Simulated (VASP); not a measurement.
V, 1 atom in the cell. It takes space group Im-3m (No. 229, cubic). The conventional cell has a = 2.997 Å, b = 2.997 Å, c = 2.997 Å, α = 90.00°, β = 90.00°, γ = 90.00°. Within 3.4 Å of V (site symmetry m-3m) lie 14 V at 2.60 to 3.00 Å. 

- Program: VASP 6.6.1
- Task: single point
- Functional: PBE
- Potentials or basis: VASP PAW PBE potentials, release 64 (V_sv)
- Cutoff: 520 eV
- k mesh: 14 × 14 × 16
- Occupations: gaussian, width 0.1 eV
- Spin: no spin polarisation
- Dipole correction: no
- Further INCAR settings: ALGO = Fast; EDIFF = 1e-06; NBANDS = 12; ISYM = 0

Potentials or basis: VASP PAW PBE potentials, release 64 (V_sv).

The run is started by

```bash
$ cat potpaw_PBE.64/V_sv/POTCAR > POTCAR
$ mpirun -np 1 vasp_std > vasp.out
```

Hardware: 1 thread of Intel(R) Xeon(R) 6975P-C (Granite Rapids), with other jobs on the host.

Problem. Estimate the wall time of this run.

Solution. It took 93 s on 1 thread of Intel(R) Xeon(R) 6975P-C (Granite Rapids) (shared host), peak memory 0.34 GiB. Counts: scf iterations 13, k points 1572.
